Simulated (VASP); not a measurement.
Here is a VASP 6.6.1 calculation.

The input INCAR:

```
SYSTEM = Ta2Co7Ni7
PREC = Accurate ; ENCUT = 520
EDIFF = 1E-6 ; ISMEAR = -1
SIGMA = 0.1749 ; LREAL = Auto
LASPH = .TRUE. ; NELM = 80
ALGO = Normal ; ISIF = 2
LWAVE = .FALSE. ; LCHARG = .FALSE.
GGA = PE ; NBANDS = 92
ISYM = 0
```

File KPOINTS:

```
Automatic mesh
0
Gamma
  1 1 1
  0.25 0.25 0.25
```

POSCAR

```
Ta2Co7Ni7
1.0
    5.6289370000      0.2476520000      0.1288210000
    0.2476520000      5.7582790000     -0.1194910000
    0.1288210000     -0.1194910000      5.9706240000
Co Ni Ta
7 7 2
Direct
    0.6171508717      0.2457929588      0.5855761565
    0.3492177485      0.3970259913      0.9741813340
    0.0881173910      0.7211579586      0.1648841922
    0.5894126646      0.6709202158      0.6667197932
    0.8691842738     -0.0545646788      0.9070689805
    0.1829510844      0.7439066352      0.7668540518
    0.3959496617      0.4680218656      0.3562210197
    0.4779088550      1.0463001176      0.8365239129
    0.4875481769      0.7975887224      0.1340742995
    0.3078970178      0.9566193730      0.4597882573
    0.8188899670      0.4512434495      0.9818012835
    0.8705869859      0.5199051927      0.4042209165
    0.6605070059      0.1694838855      0.2013154112
    0.9176425024      0.9221809873      0.4829352348
    0.1260488869      0.2686183535      0.7120258673
    0.0996801246      0.1585628111      0.2020979609
```

Potentials or basis: VASP PAW PBE potentials, release 64 (Co, Ni, Ta_pv).

The run is started by

```sh
$ cat potpaw_PBE.64/Co/POTCAR potpaw_PBE.64/Ni/POTCAR potpaw_PBE.64/Ta_pv/POTCAR > POTCAR
$ mpirun -np 1 vasp_std > vasp.out
```

Task: Predict the pressure.

Result: 7.3 GPa.

Task: Estimate the largest force.

Result: 4.112 eV/Å.

Stress tensor (GPa, compression positive):
```
 5.62 -5.17 -2.81
-5.17  5.57 -0.69
-2.81 -0.69 10.79
```

Caveat: the k points lie up to 1.12 Å⁻¹ apart; spin-orbit coupling is left out, which moves the levels of the heavy elements. Spin polarisation is off, so any magnetic state and its effect on volume and gap are missing.
